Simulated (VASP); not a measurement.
A run of VASP 6.6.1:

Contents of INCAR:

```
SYSTEM = BaTiO3
  PREC = Accurate
  ENCUT = 520
  EDIFF = 1E-6
  ISMEAR = -1
  SIGMA = 0.05
  LREAL = .False.
  LASPH = .True.
  NELM = 100
  ALGO = Normal
  ISIF = 2
  LWAVE = .False.
  LCHARG = .False.
  GGA = PE
  NBANDS = 28
```

Contents of KPOINTS:

```
regular mesh
0
Gamma
  8 8 8
  0 0 0
```

Contents of POSCAR:

```
BaTiO3
1.0
    4.0073000000      0.0000000000      0.0000000000
    0.0000000000      4.0073000000      0.0000000000
    0.0000000000      0.0000000000      4.0874460000
Ba Ti O
1 1 3
Direct
    0.5000000000      0.5000000000      0.5000000000
    0.0000000000      0.0000000000      0.0000000000
    0.5000000000      0.0000000000      0.0000000000
    0.0000000000      0.5000000000      0.0000000000
    0.0000000000      0.0000000000      0.5000000000
```

Potentials or basis: VASP PAW PBE potentials, release 64 (Ba_sv, Ti_sv, O).

Command:

```console
$ cat potpaw_PBE.64/Ba_sv/POTCAR potpaw_PBE.64/Ti_sv/POTCAR potpaw_PBE.64/O/POTCAR > POTCAR
$ mpirun -np 1 vasp_std > vasp.out
```

Hardware: 1 thread of Intel(R) Xeon(R) 6975P-C (Granite Rapids), on a shared host.

Question: Estimate the wall time of this run.

Answer: It took 62 s on 1 thread of Intel(R) Xeon(R) 6975P-C (Granite Rapids) (shared host), peak memory 0.26 GiB. Counts: scf iterations 16, k points 75.
